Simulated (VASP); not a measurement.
# Al3B2As (C2) in VASP: notebook, part 2 of 3

VASP 6.6.1. The steps go on from the part before.

**3. Single point, PBE**

This run uses another cell than the first one, of 13.66 Å³/atom, 0.998 times its volume.

INCAR

```
SYSTEM = Al3B2As
PREC = Accurate
ENCUT = 520
EDIFF = 1E-6
ISMEAR = 0
SIGMA = 0.1
LREAL = .FALSE.
LASPH = .TRUE.
NELM = 100
ALGO = Normal
ISIF = 2
LWAVE = .FALSE.
LCHARG = .FALSE.
GGA = PE
NBANDS = 19
```

KPOINTS

```
regular mesh
0
G
  6 6 4
  0 0 0
```

POSCAR

```
Al3B2As
1.0
    5.4735738170     -1.9348606198      0.0000000000
    5.4735738170      1.9348606198      0.0000000000
   -0.1778391823      0.0000000000      3.8702102213
Al B As
3 2 1
Direct
    0.6628621570      0.8282734664      0.7531500582
    0.6968684893      0.3031315107      0.5000000000
    0.1717265336      0.3371378430      0.2468499418
    0.5680390164      0.7278694633      0.2461307879
    0.2721305367      0.4319609836      0.7538692121
    0.1284638218      0.8715361782      0.0000000000
```

Potentials or basis: VASP PAW PBE potentials, release 64 (Al, B, As).

Launch:

```sh
$ cat potpaw_PBE.64/Al/POTCAR potpaw_PBE.64/B/POTCAR potpaw_PBE.64/As/POTCAR > POTCAR
$ mpirun -np 1 vasp_std > vasp.out
```

OUTCAR:

```text
SYSTEM = Al3B2As
   PREC = Accurate
   ENCUT = 520
   EDIFF = 1E-6
   ISMEAR = 0
   LREAL = .FALSE.
   LASPH = .TRUE.
   NELM = 100
   ISIF = 2
   GGA = PE

 ion  position               nearest neighbor table
   1  0.663  0.828  0.753-   4 2.19   4 2.23   5 2.25   5 2.27   3 2.72   3 2.72   3 2.76   3 2.76
                             6 3.02   2 3.02   6 3.10   2 3.11
   2  0.697  0.303  0.500-   4 2.21   5 2.21   6 2.56   6 2.56   6 2.93   6 2.93   1 3.02   3 3.02
                             3 3.11   1 3.11
   3  0.172  0.337  0.247-   5 2.19   5 2.23   4 2.25   4 2.27   1 2.72   1 2.72   1 2.76   1 2.76
                             6 3.02   2 3.02   6 3.10   2 3.11
   4  0.568  0.728  0.246-   6 2.16   1 2.19   2 2.21   1 2.23   3 2.25   3 2.27
   5  0.272  0.432  0.754-   6 2.16   3 2.19   2 2.21   3 2.23   1 2.25   1 2.27
   6  0.128  0.872  0.000-   4 2.16   5 2.16   2 2.56   2 2.56   2 2.93   2 2.93   3 3.02   1 3.02
                             1 3.10   3 3.10

  LATTYP: Found a base centered monoclinic cell.
 ALAT       =    10.9471476340
 B/A-ratio  =     0.3534912809
 C/A-ratio  =     0.3539089926
 COS(beta)  =    -0.0459023457

  Lattice vectors:

 A1 = (   5.4735738170,  -1.9348606198,   0.0000000000)
 A2 = (   5.4735738170,   1.9348606198,   0.0000000000)
 A3 = (  -0.1778391823,   0.0000000000,   3.8702102213)
[... 185 lines left out ...]

 val. band max:        7.3028266733   @ k =  -0.3333  -0.3333   0.2500
 cond. band min:       7.8906010247   @ k =   0.5000   0.5000   0.0000
 fundamental gap:      0.5877743514
 Fermi energy:         7.5944452832

 k-point     1 :       0.0000    0.0000    0.0000
  band No.  band energies     occupation
      1      -6.3708      2.00000
      2      -2.0233      2.00000
      3      -1.0329      2.00000
      4       2.9331      2.00000
      5       3.7425      2.00000
      6       3.7786      2.00000
[... 505 lines left out ...]
      6       2.2161      2.00000
[... 11 lines left out ...]
     18      13.9136      0.00000
     19      14.5255      0.00000

 [... further k-points ...]
[... 5 lines left out ...]
  --------------------------------------------------------------------------------------
  -------------------------------------------------------------------------------------
  Total        0.0849686      0.1935687      0.1596285      0.0000000      0.0000000     -0.1156329
  in kB        1.6606728      3.7832095      3.1198649      0.0000000      0.0000000     -2.2599910
  external PRESSURE =       2.8545824 kB  Pullay stress =       0.0000000 kB

 VOLUME and BASIS-vectors are now :
 -----------------------------------------------------------------------------
  energy-cutoff  :      520.00
  volume of cell :       81.98
      direct lattice vectors                 reciprocal lattice vectors
     5.473573817 -1.934860620  0.000000000     0.091347996 -0.258416547  0.004197512
     5.473573817  1.934860620  0.000000000     0.091347996  0.258416547  0.004197512
    -0.177839182  0.000000000  3.870210221     0.000000000  0.000000000  0.258383897

 POSITION                                       TOTAL-FORCE (eV/Angst)
 -----------------------------------------------------------------------------------
      8.02790      0.32005      2.91485        -0.024696     -0.003678      0.025919
      5.38465     -0.76183      1.93511         0.000000      0.042350      0.000000
      2.74141      0.32005      0.95536         0.024696     -0.003678     -0.025919
      7.04948      0.30925      0.95258         0.038517      0.006702      0.020790
      3.71983      0.30925      2.91763        -0.038517      0.006702     -0.020790
      5.47357      1.43774      0.00000        -0.000000     -0.048399      0.000000
 -----------------------------------------------------------------------------------
    total drift:                                0.000000     -0.000429      0.000000

  FREE ENERGIE OF THE ION-ELECTRON SYSTEM (eV)
  ---------------------------------------------------
  free  energy   TOTEN  =       -28.8396706992 eV

  energy  without entropy=      -28.8396703770  energy(sigma->0) =      -28.83967054
```

OSZICAR:

```text
N       E                     dE             d eps       ncg     rms          rms(c)
DAV:   1     0.286378123454E+02    0.28638E+02   -0.78095E+03  1786   0.881E+02
DAV:   2    -0.289927142286E+02   -0.57631E+02   -0.55387E+02  2297   0.136E+02
DAV:   3    -0.315898029953E+02   -0.25971E+01   -0.25786E+01  2389   0.263E+01
DAV:   4    -0.316102077391E+02   -0.20405E-01   -0.20392E-01  2235   0.264E+00
DAV:   5    -0.316104922753E+02   -0.28454E-03   -0.28453E-03  2277   0.335E-01    0.798E+00
DAV:   6    -0.288794134431E+02    0.27311E+01   -0.60863E+00  2193   0.126E+01    0.306E+00
DAV:   7    -0.288582082133E+02    0.21205E-01   -0.14526E+00  2265   0.544E+00    0.158E+00
DAV:   8    -0.288425977903E+02    0.15610E-01   -0.66873E-02  2095   0.152E+00    0.510E-01
DAV:   9    -0.288397081785E+02    0.28896E-02   -0.15296E-02  2188   0.670E-01    0.112E-01
DAV:  10    -0.288396821752E+02    0.26003E-04   -0.24366E-03  2179   0.234E-01    0.751E-02
DAV:  11    -0.288396766604E+02    0.55148E-05   -0.13985E-04  2148   0.673E-02    0.527E-02
DAV:  12    -0.288396703167E+02    0.63437E-05   -0.32642E-05  2165   0.283E-02    0.166E-02
DAV:  13    -0.288396706992E+02   -0.38247E-06   -0.69649E-06  2109   0.136E-02
   1 F= -.28839671E+02 E0= -.28839671E+02  d E =-.322135E-06
```

Run time: 41 s. Hardware: 1 thread of Intel Xeon 6975P-C (Granite Rapids), shared host; peak memory 0.28 GiB.

What came out:

```
Free energy            : -28.8397 eV
Pressure               : 0.3 GPa
Largest force          : 0.048 eV/Å
Band gap on the k mesh : 0.59 eV, indirect (least direct gap 1.00 eV)
```

Forces on the atoms (eV/Å):
```
Al  -0.025 -0.004  0.026
Al   0.000  0.042  0.000
Al   0.025 -0.004 -0.026
B    0.039  0.007  0.021
B   -0.039  0.007 -0.021
As   0.000 -0.048  0.000
```

A k mesh can miss the band edges. As with any semilocal functional, this PBE gap is likely too small.

**4. Single point, PBE**

INCAR

```
SYSTEM = Al3B2As
PREC     = Accurate       ! precision mode
ENCUT    = 520            ! plane-wave cutoff, eV
EDIFF    = 1E-6           ! SCF threshold, eV
ISMEAR   = 0              ! smearing method
SIGMA    = 0.1            ! smearing width, eV
LREAL    = .FALSE.        ! projectors in reciprocal space
LASPH    = .TRUE.         ! aspherical terms in the spheres
NELM     = 100            ! most SCF steps
ALGO     = Normal         ! electronic algorithm
ISIF     = 2              ! what is computed and relaxed
LWAVE    = .FALSE.        ! write WAVECAR
LCHARG   = .TRUE.         ! write CHGCAR
GGA      = PE             ! functional
LELF     = .TRUE.         ! ELF
LVHAR    = .TRUE.       
NBANDS   = 19             ! bands
```

KPOINTS

```
Automatic mesh
0
G
  6 6 4
  0 0 0
```

POSCAR

```
Al3B2As
1.0
    5.4729801237     -1.9364144855     -0.0092218513
    5.4729801237      1.9364144855     -0.0092218513
   -0.1843404048      0.0000000000      3.8747913491
Al B As
3 2 1
Direct
    0.6626553518      0.8280969094      0.7541310000
    0.6959351061      0.3040648939      0.5000000000
    0.1719030906      0.3373446482      0.2458690000
    0.5682342363      0.7281725353      0.2465852693
    0.2718274647      0.4317657637      0.7534147307
    0.1295353052      0.8704646948      0.0000000000
```

Launch:

```sh
$ cat potpaw_PBE.64/Al/POTCAR potpaw_PBE.64/B/POTCAR potpaw_PBE.64/As/POTCAR > POTCAR
$ mpirun -np 1 vasp_std > vasp.out
```

It took 49 s on 1 thread of Intel Xeon 6975P-C (Granite Rapids), shared host; peak memory 0.27 GiB.

It converged, with:

```yaml
Free_energy: -28.8405 eV
Pressure: 0.1 GPa
Largest_force: 0.024 eV/Å
Band_gap_on_the_k_mesh: 0.60 eV, indirect (least direct gap 1.01 eV)
```

Forces on the atoms (eV/Å):
```
Al  -0.007 -0.003 -0.013
Al   0.000  0.015  0.000
Al   0.007 -0.003  0.013
B    0.020 -0.006  0.012
B   -0.020 -0.006 -0.012
As   0.000  0.003  0.000
```

Stress tensor (GPa, compression positive):
```
 0.16  0.00  0.15
 0.00  0.14  0.00
 0.15  0.00 -0.01
```

Levels at points of the mesh, in eV from the valence-band top:
```csv
k point,band 7,band 8,band 9,band 10,band 11,band 12,band 13,band 14
"(0.00, 0.00, 0.00)",-3.07,-1.99,-1.81,-0.64,1.18,1.83,2.54,4.12
"(0.50, 0.00, 0.00)",-2.25,-1.92,-1.11,-0.33,0.96,1.93,2.28,2.53
"(0.50, 0.50, 0.00)",-2.57,-1.92,-1.77,-0.62,0.60,1.28,2.20,2.51
"(0.00, 0.00, 0.50)",-2.45,-1.75,-1.74,-0.07,1.26,1.33,1.72,2.27
"(0.50, 0.00, 0.50)",-4.99,-4.23,-2.39,-1.64,0.61,0.97,4.22,4.96
"(0.50, 0.50, 0.50)",-2.20,-1.55,-1.47,-1.23,1.06,1.61,3.66,3.96
```

A k mesh can miss the band edges. A hybrid or GW would open this gap; PBE tends to underestimate it.

(Continued in part 3 of 3.)
